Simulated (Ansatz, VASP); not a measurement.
# One calculation of KZrCl3, two programs

```
K Zr Cl
1.0
     5.12099    0.00000    0.00000
     0.00000    5.12099    0.00000
     0.00000    0.00000    5.12099
K Zr Cl
1 1 3
Direct
  0.00000 0.00000 0.00000
  0.50000 0.50000 0.50000
  0.00000 0.50000 0.50000
  0.50000 0.50000 0.00000
  0.50000 0.00000 0.50000
```

Alike in both runs: task single point; functional r2SCAN; k mesh 8 × 8 × 8; occupations gaussian, width 0.1 eV; no spin polarisation.

```csv
,VASP,Ansatz
version,VASP 6.6.1,Ansatz 0.2.0
potentials or method,"VASP PAW PBE potentials, release 64 (K_sv, Zr_sv, Cl), cutoff 520 eV","scalar-relativistic, plane waves, PAW"
valence electrons in the cell,42,42
```

|  | VASP | Ansatz | Ansatz less VASP |
| --- | --- | --- | --- |
| gap on the k mesh at the Fermi level (eV) | none | none | - |
| pressure (GPa) | -0.7 | -0.7 | +0.01 |

VASP's potentials were made for PBE, not for r2SCAN. A gap of «none» marks a metal or a gap that the smearing closes.
